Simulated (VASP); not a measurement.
Input of a VASP 6.6.1 run:

The input INCAR:

```
  ALGO = Normal
  EDIFF = 1E-7
  ENCUT = 520
  GGA = PS
  ISIF = 2
  ISMEAR = -1
  LASPH = True
  LCHARG = False
  LREAL = False
  LWAVE = False
  NBANDS = 16
  NELM = 100
  PREC = Accurate
  SIGMA = 0.02
```

The input KPOINTS:

```
k-points
0
Gamma
  7 7 7
```

File POSCAR:

```
CdS
1.0
    0.0000000000      2.8840943956      2.9429534649
    2.8840943956      0.0000000000      2.9429534649
    2.8840943956      2.8840943956      0.0000000000
Cd S
1 1
Direct
    0.0000000000      0.0000000000      0.0000000000
    0.7500000000      0.7500000000      0.7500000000
```

Potentials or basis: VASP PAW PBE potentials, release 64 (Cd, S).

Launch:

```sh
$ cat potpaw_PBE.64/Cd/POTCAR potpaw_PBE.64/S/POTCAR > POTCAR
$ mpirun -np 1 vasp_std > vasp.out
```

(1) What does it give for the pressure?

(2) Predict the band gap on the k mesh.

Answers

(1) 1.0 GPa.

(2) 1.01 eV, direct.

Caveat: the cell differs from its parent crystal (equal xx and yy strain of -2 %); the PAW data sets were made with another functional, which shifts forces and pressure a little.
